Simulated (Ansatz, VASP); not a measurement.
TiO2: VASP beside Ansatz

File INCAR:

```
SYSTEM = TiO2
ALGO = Normal
EDIFF = 1E-6
ENCUT = 520
GGA = PE
ISIF = 2
ISMEAR = 0
LASPH = .TRUE.
LCHARG = .FALSE.
LREAL = .FALSE.
LWAVE = .FALSE.
NBANDS = 33
NELM = 60
PREC = Accurate
SIGMA = 0.05
```

The input KPOINTS:

```
k-points
0
G
  8 8 10
  0 0 0
```

File POSCAR:

```
TiO2
1.0
    4.6866990099      0.0000000000      0.0000000000
    0.0000000000      4.6866990099      0.0000000000
    0.0000000000      0.0000000000      3.3748919570
Ti O
2 4
Direct
    0.0000000000      0.0000000000      0.0000000000
    0.5000000000      0.5000000000      0.5000000000
    0.3050970583      0.3050970583      0.0000000000
    0.1949029417      0.8050970583      0.5000000000
    0.6949029417      0.6949029417      0.0000000000
    0.8050970583      0.1949029417      0.5000000000
```

Input for Ansatz:

```yaml
crystal:
  lattice:
    - [4.6866990099, 0.0, 0.0]
    - [0.0, 4.6866990099, 0.0]
    - [0.0, 0.0, 3.374891957]
  atoms:
    - { symbol: Ti, position: [0.0, 0.0, 0.0] }
    - { symbol: Ti, position: [0.5, 0.5, 0.5] }
    - { symbol: O, position: [0.3050970583, 0.3050970583, 0.0] }
    - { symbol: O, position: [0.1949029417, 0.8050970583, 0.5] }
    - { symbol: O, position: [0.6949029417, 0.6949029417, 0.0] }
    - { symbol: O, position: [0.8050970583, 0.1949029417, 0.5] }
basis:
  ecutwfc: 520.0
kpoints:
  mp_grid: { grid: [8, 8, 10] }
hamiltonian:
  xc: pbe
  pseudopotentials: { kind: paw, azcp: { folder: soft_1 } }
scf:
  occupations: { method: gaussian, width: 0.05 }
output:
  forces: true
  stress: true
  eigenvalues: true
```

Alike in both runs: task single point; functional PBE; k mesh 8 × 8 × 10; occupations gaussian, width 0.05 eV; no spin polarisation.

|  | VASP | Ansatz |
| --- | --- | --- |
| version | VASP 6.6.1 | Ansatz 0.2.0 |
| potentials or method | VASP PAW PBE potentials, release 64 (Ti_sv, O), cutoff 520 eV | scalar-relativistic, plane waves, PAW |
| valence electrons in the cell | 48 | 48 |

Ansatz gave:

| Quantity | Value |
| --- | --- |
| gap on the k mesh at the Fermi level (eV) | 1.46 |
| least direct gap on the mesh (eV) | 1.46 |
| pressure (GPa) | -26.1 |
| traceless stress, the component that is largest in VASP (GPa) | -15.27 |
| rms of the force components (eV/Å) | 0.037 |

**Question.** Which values does VASP return?

**Answer.** gap on the k mesh at the Fermi level (eV): 1.43; least direct gap on the mesh (eV): 1.43; pressure (GPa): -25.7; traceless stress, the component that is largest in VASP (GPa): -15.24; rms of the force components (eV/Å): 0.031.

Atom by atom the forces differ by 0.006 eV/Å (rms over components).
